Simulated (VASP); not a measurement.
Runs of VASP 6.6.1 on LiH. The structure is that of space group Fm-3m (No. 225), or close to it. The cells are those of the table. 

```csv
cell,gap on the mesh (eV)
"a = 2.918, b = 2.918, c = 2.961 Å, angles 59.5, 59.5, 61.0°, 2 atoms",(a)
"a = 2.925, b = 2.925, c = 2.975 Å, angles 59.4, 59.4, 61.1°, 2 atoms",2.75
"a = 2.832, b = 2.832, c = 2.788 Å, angles 60.5, 60.5, 59.0°, 2 atoms",2.62
"a = 2.846, b = 2.846, c = 2.817 Å, angles 60.3, 60.3, 59.3°, 2 atoms",2.75
"a = 2.889, b = 2.889, c = 2.903 Å, angles 59.8, 59.8, 60.3°, 2 atoms",2.93
```

Alike in all rows: task single point; level PBE; potentials or basis VASP PAW PBE potentials, release 64 (Li_sv, H); no spin polarisation; k mesh 10 × 10 × 10; cutoff (eV) 520; smearing gaussian 0.05 eV.

Task: Fill in the values left out.

Result: (a) 2.78.

A k mesh can miss the band edges.
